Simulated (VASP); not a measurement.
# Ba (Immm) in VASP: further runs, part 2 of 2

VASP 6.6.1. The steps go on from the part before.

## Step 4: Single point, PBEsol (strain +0.0750 x Voigt [1, -1, 0, 0, 0, 0])

INCAR reads:

```
PREC = Accurate
ENCUT = 520
EDIFF = 1E-7
ISMEAR = 0
SIGMA = 0.15
LREAL = F
LASPH = T
NELM = 100
ALGO = Fast
ISIF = 2
LWAVE = F
LCHARG = F
GGA = PS
NBANDS = 11
```

KPOINTS reads:

```
regular mesh
0
Gamma
  14 14 14
```

POSCAR reads:

```
Ba
1.0
   -2.6875000000      2.3125000000      2.5000000000
    2.6875000000     -2.3125000000      2.5000000000
    2.6875000000      2.3125000000     -2.5000000000
Ba
1
Direct
    0.0000000000      0.0000000000      0.0000000000
```

Potentials or basis: VASP PAW PBE potentials, release 64 (Ba_sv).

Run with:

```bash
cat potpaw_PBE.64/Ba_sv/POTCAR > POTCAR
mpirun -np 1 vasp_std > vasp.out
```

OUTCAR:

```text
PREC = Accurate
   ENCUT = 520
   EDIFF = 1E-7
   ISMEAR = 0
   LREAL = F
   LASPH = T
   NELM = 100
   ISIF = 2
   GGA = PS

 ion  position               nearest neighbor table
   1  0.000  0.000  0.000-

  LATTYP: Found a body centered orthorhombic cell.
 ALAT       =     4.6250000000
 B/A-ratio  =     1.0810810811
 C/A-ratio  =     1.1621621622

  Lattice vectors:

 A1 = (  -2.6875000000,  -2.3125000000,  -2.5000000000)
 A2 = (  -2.6875000000,   2.3125000000,   2.5000000000)
 A3 = (   2.6875000000,   2.3125000000,  -2.5000000000)

Analysis of symmetry for initial positions (statically):
=====================================================================
 Subroutine PRICEL returns:
 Original cell was already a primitive cell.

 Routine SETGRP: Setting up the symmetry group for a
 body centered orthorhombic supercell.

 Subroutine GETGRP returns: Found  8 space group operations
 (whereof  8 operations were pure point group operations)
 out of a pool of  8 trial point group operations.

The static configuration has the point symmetry D_2h.

[... 168 lines left out ...]
 k-point     1 :       0.0000    0.0000    0.0000
  band No.  band energies     occupation
      1     -27.2556      2.00000
      2     -12.1825      2.00000
      3     -12.1814      2.00000
      4     -12.1716      2.00000
      5      -1.1946      2.00000
      6       2.9953      0.00000
      7       3.5333      0.00000
      8       3.9147      0.00000
      9       4.2304      0.00000
     10       5.3623      0.00000
     11       8.0735      0.00000
[... 309 lines left out ...]
 k-point    24 :       0.0714    0.1429    0.0000
  band No.  band energies     occupation
      1     -27.2418      2.00000
      2     -12.3391      2.00000
      3     -12.2112      2.00000
      4     -12.1884      2.00000
      5      -0.5784      2.00000
      6       2.7476      0.00000
      7       3.3364      0.00000
      8       3.9636      0.00000
      9       4.3245      0.00000
     10       5.1801      0.00000
     11       8.9159      0.00000

 [... further k-points ...]

------------------------ aborting loop because EDIFF is reached ----------------------------------------

  FORCE on cell =-STRESS in cart. coord.  units (eV):
  Direction    XX          YY          ZZ          XY          YZ          ZX
  --------------------------------------------------------------------------------------
  -------------------------------------------------------------------------------------
  Total       -0.2741452     -0.0102371     -0.2486913      0.0000000     -0.0000000      0.0000000
  in kB       -7.0674231     -0.2639115     -6.4112231      0.0000000     -0.0000000      0.0000000
  external PRESSURE =      -4.5808526 kB  Pullay stress =       0.0000000 kB

 VOLUME and BASIS-vectors are now :
 -----------------------------------------------------------------------------
  energy-cutoff  :      520.00
  volume of cell :       62.15
      direct lattice vectors                 reciprocal lattice vectors
    -2.687500000  2.312500000  2.500000000     0.000000000  0.216216216  0.200000000
     2.687500000 -2.312500000  2.500000000     0.186046512  0.000000000  0.200000000
     2.687500000  2.312500000 -2.500000000     0.186046512  0.216216216  0.000000000

 POSITION                                       TOTAL-FORCE (eV/Angst)
 -----------------------------------------------------------------------------------
      0.00000      0.00000      0.00000         0.000000      0.000000      0.000000
 -----------------------------------------------------------------------------------
    total drift:                               -0.000000      0.000000      0.000000

  FREE ENERGIE OF THE ION-ELECTRON SYSTEM (eV)
  ---------------------------------------------------
  free  energy   TOTEN  =        -2.1399756754 eV

  energy  without entropy=       -2.1262249912  energy(sigma->0) =       -2.13310033
```

stdout:

```text
POSCAR found type information on POSCAR Ba
 POSCAR found :  1 types and       1 ions
 scaLAPACK will be used
 -----------------------------------------------------------------------------
|                                                                             |
|                                                                             |
|     You enforced a specific xc type in the INCAR file but a different       |
|     I HOPE YOU KNOW WHAT YOU ARE DOING!                                     |
|                                                                             |
 -----------------------------------------------------------------------------

 LDA part: xc-table for (Slater+PW92), standard interpolation
 POSCAR, INCAR and KPOINTS ok, starting setup
 FFT: planning ... GRIDC
 FFT: planning ... GRID_SOFT
 FFT: planning ... GRID
 WAVECAR not read
 entering main loop
WARNING in EDDRMM: call to ZHEGV failed, returncode =   6  3      6
```

It took 3.6 min on 1 thread of Intel Xeon Platinum 8259CL at 2.50GHz (Skylake/Cascade Lake), shared host; peak memory 0.4 GiB.

What came out:

```yaml
Free_energy: -2.1400 eV
Pressure: -0.5 GPa
Band_gap_on_the_k_mesh: zero (bands 5 and 6 overlap by 0.81 eV)
```

Stress tensor (GPa, compression positive):
```
-0.71  0.00  0.00
 0.00 -0.03  0.00
 0.00  0.00 -0.64
```

Levels at points of the mesh, in eV from the Fermi level:
```csv
k point,band 1,band 2,band 3,band 4,band 5,band 6,band 7,band 8,band 9,band 10
"(0.00, 0.00, 0.00)",-28.85,-13.78,-13.78,-13.77,-2.79,1.40,1.94,2.32,2.64,3.77
"(0.50, 0.00, 0.00)",-28.80,-14.25,-13.95,-13.82,-0.89,0.26,1.55,3.61,4.41,5.33
"(0.00, 0.50, 0.00)",-28.81,-14.26,-13.89,-13.76,-0.98,1.06,1.21,2.51,3.62,5.15
"(0.50, 0.50, 0.00)",-28.80,-14.27,-13.92,-13.80,-0.92,0.67,1.34,2.85,4.33,5.14
"(0.50, 0.50, 0.50)",-28.77,-14.17,-14.10,-14.03,-0.67,-0.46,3.60,4.36,4.68,4.81
```

Caveat: the cell differs from its parent crystal (strain +0.0750 x Voigt [1, -1, 0, 0, 0, 0]); the PAW data sets were made with another functional, which shifts forces and pressure a little; spin-orbit coupling is left out, which moves the levels of the heavy elements.

## Step 5: Single point, PBEsol (strain +0.0625 x Voigt [1, -1, 0, 0, 0, 0])

INCAR reads:

```
SYSTEM = Ba
PREC = Accurate
ENCUT = 520
EDIFF = 1E-6
ISMEAR = 0
SIGMA = 0.15
LREAL = .FALSE.
LASPH = .TRUE.
NELM = 100
ALGO = Fast
ISIF = 2
LWAVE = .FALSE.
LCHARG = .FALSE.
GGA = PS
NBANDS = 11
```

KPOINTS reads:

```
regular mesh
0
G
  14 14 14
  0 0 0
```

POSCAR reads:

```
Ba
1.0
   -2.6562500000      2.3437500000      2.5000000000
    2.6562500000     -2.3437500000      2.5000000000
    2.6562500000      2.3437500000     -2.5000000000
Ba
1
Direct
    0.0000000000      0.0000000000      0.0000000000
```

Run with:

```bash
cat potpaw_PBE.64/Ba_sv/POTCAR > POTCAR
mpirun -np 1 vasp_std > vasp.out
```

Wall time 2.9 min (1 thread of Intel Xeon Platinum 8259CL at 2.50GHz (Skylake/Cascade Lake), shared host); peak memory 0.4 GiB.

Results (log left out):

- Free energy: -2.1427 eV
- Pressure: -0.5 GPa
- Band gap on the k mesh: zero (bands 5 and 6 overlap by 0.85 eV)

Stress tensor (GPa, compression positive):
```
-0.69  0.00  0.00
 0.00 -0.13  0.00
 0.00  0.00 -0.60
```

Levels at points of the mesh, in eV from the Fermi level:
```
           k point  band 3  band 4  band 5  band 6  band 7  band 8
(0.00, 0.00, 0.00)  -13.77  -13.77   -2.78    1.47    1.90    2.23
(0.50, 0.00, 0.00)  -13.95  -13.81   -0.89    0.32    1.50    3.58
(0.00, 0.50, 0.00)  -13.89  -13.76   -0.96    1.10    1.11    2.63
(0.50, 0.50, 0.00)  -13.92  -13.79   -0.91    0.67    1.32    2.93
(0.50, 0.50, 0.50)  -14.10  -14.04   -0.65   -0.47    3.72    4.37
```

Caveat: the cell differs from its parent crystal (strain +0.0625 x Voigt [1, -1, 0, 0, 0, 0]); the PAW data sets were made with another functional, which shifts forces and pressure a little; spin-orbit coupling is left out, which moves the levels of the heavy elements.

## Step 6: Single point, PBEsol (strain -0.0500 x Voigt [1, -1, 0, 0, 0, 0])

INCAR reads:

```
  PREC = Accurate
  ENCUT = 520
  EDIFF = 1E-6
  ISMEAR = 0
  SIGMA = 0.15
  LREAL = F
  LASPH = T
  NELM = 60
  ALGO = Fast
  ISIF = 2
  LWAVE = F
  LCHARG = F
  GGA = PS
  NBANDS = 11
```

KPOINTS reads:

```
Automatic mesh
0
Gamma
  14 14 14
```

POSCAR reads:

```
Ba
1.0
   -2.3750000000      2.6250000000      2.5000000000
    2.3750000000     -2.6250000000      2.5000000000
    2.3750000000      2.6250000000     -2.5000000000
Ba
1
Direct
    0.0000000000      0.0000000000      0.0000000000
```

Potentials or basis: VASP PAW PBE potentials, release 64 (Ba_sv).

Run with:

```bash
cat potpaw_PBE.64/Ba_sv/POTCAR > POTCAR
mpirun -np 1 vasp_std > vasp.out
```

Wall time 3 min (1 thread of Intel Xeon Platinum 8259CL at 2.50GHz (Skylake/Cascade Lake), shared host); peak memory 0.4 GiB.

The run converged. Its results:

| Property | Result |
| --- | --- |
| Free energy | -2.1449 eV |
| Pressure | -0.5 GPa |
| Band gap on the k mesh | zero (bands 5 and 6 overlap by 0.89 eV) |

Stress tensor (GPa, compression positive):
```
-0.23  0.00  0.00
 0.00 -0.68  0.00
 0.00  0.00 -0.58
```

Levels at points of the mesh, in eV from the Fermi level:
```
           k point  band 1  band 2  band 3  band 4  band 5  band 6  band 7  band 8  band 9  band 10
(0.00, 0.00, 0.00)  -28.84  -13.77  -13.77  -13.77   -2.78    1.54    1.88    2.15    2.86     3.62
(0.50, 0.00, 0.00)  -28.80  -14.25  -13.90  -13.76   -0.95    1.02    1.14    2.76    3.67     5.20
(0.00, 0.50, 0.00)  -28.80  -14.25  -13.94  -13.80   -0.89    0.39    1.45    3.53    4.16     5.33
(0.50, 0.50, 0.00)  -28.80  -14.25  -13.92  -13.78   -0.91    0.67    1.31    3.01    4.10     5.22
(0.50, 0.50, 0.50)  -28.77  -14.15  -14.10  -14.05   -0.62   -0.48    3.85    4.37    4.71     4.80
```

Caveat: the cell differs from its parent crystal (strain -0.0500 x Voigt [1, -1, 0, 0, 0, 0]); the PAW data sets were made with another functional, which shifts forces and pressure a little; spin-orbit coupling is left out, which moves the levels of the heavy elements.

## Step 7: Single point, PBEsol (strain +0.0250 x Voigt [1, -1, 0, 0, 0, 0])

INCAR reads:

```
SYSTEM = Ba
ALGO = Fast ; EDIFF = 1E-7
ENCUT = 520 ; GGA = PS
ISIF = 2 ; ISMEAR = 0
LASPH = .TRUE. ; LCHARG = .FALSE.
LREAL = .FALSE. ; LWAVE = .FALSE.
NBANDS = 11 ; NELM = 80
PREC = Accurate ; SIGMA = 0.15
```

KPOINTS reads:

```
k-points
0
G
  14 14 14
  0 0 0
```

POSCAR reads:

```
Ba
1.0
   -2.5625000000      2.4375000000      2.5000000000
    2.5625000000     -2.4375000000      2.5000000000
    2.5625000000      2.4375000000     -2.5000000000
Ba
1
Direct
    0.0000000000      0.0000000000      0.0000000000
```

Run with:

```bash
cat potpaw_PBE.64/Ba_sv/POTCAR > POTCAR
mpirun -np 1 vasp_std > vasp.out
```

It took 2.9 min on 1 thread of Intel Xeon Platinum 8259CL at 2.50GHz (Skylake/Cascade Lake), shared host; peak memory 0.41 GiB.

The run converged. Its results:

| Quantity | Value |
| --- | --- |
| Free energy | -2.1479 eV |
| Pressure | -0.5 GPa |
| Band gap on the k mesh | zero (bands 5 and 6 overlap by 0.97 eV) |

Stress tensor (GPa, compression positive):
```
-0.63  0.00  0.00
 0.00 -0.41  0.00
 0.00  0.00 -0.55
```

Levels at points of the mesh, in eV from the Fermi level:
| k point | band 2 | band 3 | band 4 | band 5 | band 6 | band 7 | band 8 | band 9 |
| --- | --- | --- | --- | --- | --- | --- | --- | --- |
| (0.00, 0.00, 0.00) | -13.77 | -13.77 | -13.77 | -2.77 | 1.68 | 1.84 | 1.98 | 3.07 |
| (0.50, 0.00, 0.00) | -14.24 | -13.93 | -13.78 | -0.89 | 0.53 | 1.37 | 3.41 | 3.96 |
| (0.00, 0.50, 0.00) | -14.25 | -13.91 | -13.76 | -0.92 | 0.84 | 1.21 | 3.00 | 3.73 |
| (0.50, 0.50, 0.00) | -14.25 | -13.92 | -13.77 | -0.91 | 0.68 | 1.29 | 3.16 | 3.91 |
| (0.50, 0.50, 0.50) | -14.12 | -14.10 | -14.07 | -0.58 | -0.51 | 4.11 | 4.38 | 4.67 |

Caveat: the cell differs from its parent crystal (strain +0.0250 x Voigt [1, -1, 0, 0, 0, 0]); the PAW data sets were made with another functional, which shifts forces and pressure a little; spin-orbit coupling is left out, which moves the levels of the heavy elements.

## Step 8: Summary

| cell | further INCAR settings | gap on the mesh (eV) | pressure (GPa) |
| --- | --- | --- | --- |
| a = 4.345 Å, angles 117.6, 101.5, 109.7°, 1 atom | ALGO = Fast; EDIFF = 1e-07; NBANDS = 11 | none | -0.4 |
| a = 4.341 Å, angles 102.4, 116.6, 109.7°, 1 atom | ALGO = Fast; EDIFF = 1e-07; NBANDS = 11 | none | -0.4 |
| a = 4.338 Å, angles 103.4, 115.6, 109.6°, 1 atom | ALGO = Fast; EDIFF = 1e-07; NBANDS = 11 | none | -0.5 |
| a = 4.336 Å, angles 104.4, 114.6, 109.6°, 1 atom | ALGO = Fast; EDIFF = 1e-06; NBANDS = 11 | none | -0.5 |
| a = 4.334 Å, angles 113.5, 105.4, 109.5°, 1 atom | ALGO = Fast; EDIFF = 1e-06; NBANDS = 11 | none | -0.5 |
| a = 4.331 Å, angles 107.5, 111.5, 109.5°, 1 atom | ALGO = Fast; EDIFF = 1e-07; NBANDS = 11 | none | -0.5 |

Alike in all rows: task single point; level PBEsol; potentials or basis VASP PAW PBE potentials, release 64 (Ba_sv); no spin polarisation; k mesh 14 × 14 × 14; cutoff (eV) 520; smearing gaussian 0.15 eV.

Caveats: the PAW data sets were made with another functional, which shifts forces and pressure a little; spin-orbit coupling is left out, which moves the levels of the heavy elements.

Absolute energies hang on the potentials; compare differences alone.
